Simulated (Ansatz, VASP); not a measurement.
One calculation of GaN, two programs

File POSCAR:

```
GaN
1.0
    3.1816932474      0.0000000000      0.0000000000
   -1.5908466237      2.7554271793      0.0000000000
    0.0000000000      0.0000000000     10.3772869205
Ga N
4 4
Direct
    0.0000000000      0.0000000000     -0.0003613262
    0.3333333333      0.6666666667      0.2499322613
    0.0000000000      0.0000000000      0.4996386738
    0.6666666667      0.3333333333      0.7499322613
    0.0000000000      0.0000000000      0.1876438627
    0.3333333333      0.6666666667      0.4377852022
    0.0000000000      0.0000000000      0.6876438627
    0.6666666667      0.3333333333      0.9377852022
```

Contents of INCAR.step1:

```
SYSTEM = GaN
ALGO = Normal
EDIFF = 1E-4
ENCUT = 520
GGA = PE
ISMEAR = 0
LASPH = .TRUE.
LCHARG = .FALSE.
LREAL = .FALSE.
LWAVE = .TRUE.
NBANDS = 46
NELM = 60
PREC = Accurate
SIGMA = 0.01
```

INCAR.step2

```
SYSTEM = GaN
ALGO = Normal
EDIFF = 1E-6
ENCUT = 520
ISIF = 2
ISMEAR = 0
ISTART = 1
LASPH = .TRUE.
LCHARG = .TRUE.
LELF = .TRUE.
LMIXTAU = .TRUE.
LREAL = .FALSE.
LVHAR = .TRUE.
LWAVE = .FALSE.
METAGGA = R2SCAN
NBANDS = 46
NELM = 60
PREC = Accurate
SIGMA = 0.01
```

Contents of KPOINTS:

```
k-points
0
G
  12 12 4
  0 0 0
```

Input for Ansatz:

```yaml
crystal:
  lattice:
    - [3.1816932474, 0.0, 0.0]
    - [-1.5908466237, 2.7554271793, 0.0]
    - [0.0, 0.0, 10.3772869205]
  atoms:
    - { symbol: Ga, position: [0.0, 0.0, -0.0003613262] }
    - { symbol: Ga, position: [0.3333333333, 0.6666666667, 0.2499322613] }
    - { symbol: Ga, position: [0.0, 0.0, 0.4996386738] }
    - { symbol: Ga, position: [0.6666666667, 0.3333333333, 0.7499322613] }
    - { symbol: "N", position: [0.0, 0.0, 0.1876438627] }
    - { symbol: "N", position: [0.3333333333, 0.6666666667, 0.4377852022] }
    - { symbol: "N", position: [0.0, 0.0, 0.6876438627] }
    - { symbol: "N", position: [0.6666666667, 0.3333333333, 0.9377852022] }
kpoints:
  mp_grid: { grid: [12, 12, 4] }
  band_path:
    path:
      - [0.0, 0.0, 0.0]
      - [0.5, 0.0, 0.0]
      - [0.3333333333, 0.3333333333, 0.0]
      - [0.0, 0.0, 0.5]
      - [0.5, 0.0, 0.5]
      - [0.3333333333, 0.3333333333, 0.5]
    npoints: 1
hamiltonian:
  xc: r2scan
scf:
  occupations: { method: fixed }
  n_extra_bands: 6
output:
  forces: true
  stress: true
  eigenvalues: true
```

Alike in both runs: task single point; functional r2SCAN; k mesh 12 × 12 × 4; no spin polarisation.

```csv
,VASP,Ansatz
version,VASP 6.6.1,Ansatz 0.2.0
potentials or method,"VASP PAW PBE potentials, release 64 (Ga_d, N)","plane waves, PAW"
plane-wave cutoff (eV),520,500
occupations,"gaussian, width 0.01 eV",fixed
valence electrons in the cell,72,72
```

|  | VASP | Ansatz | Ansatz less VASP |
| --- | --- | --- | --- |
| gap on the k mesh at the Fermi level (eV) | 2.25 | 2.26 | +0.008 |
| pressure (GPa) | 1.1 | 0.0 | -1.09 |
| traceless stress, the component that is largest in VASP (GPa) | -0.06 | 0.01 | +0.070 |
| rms of the force components (eV/Å) | 0.004 | 0.000 | -0.0039 |

VASP's potentials were made for PBE, not for r2SCAN. Atom by atom the forces differ by 0.004 eV/Å (rms over components).
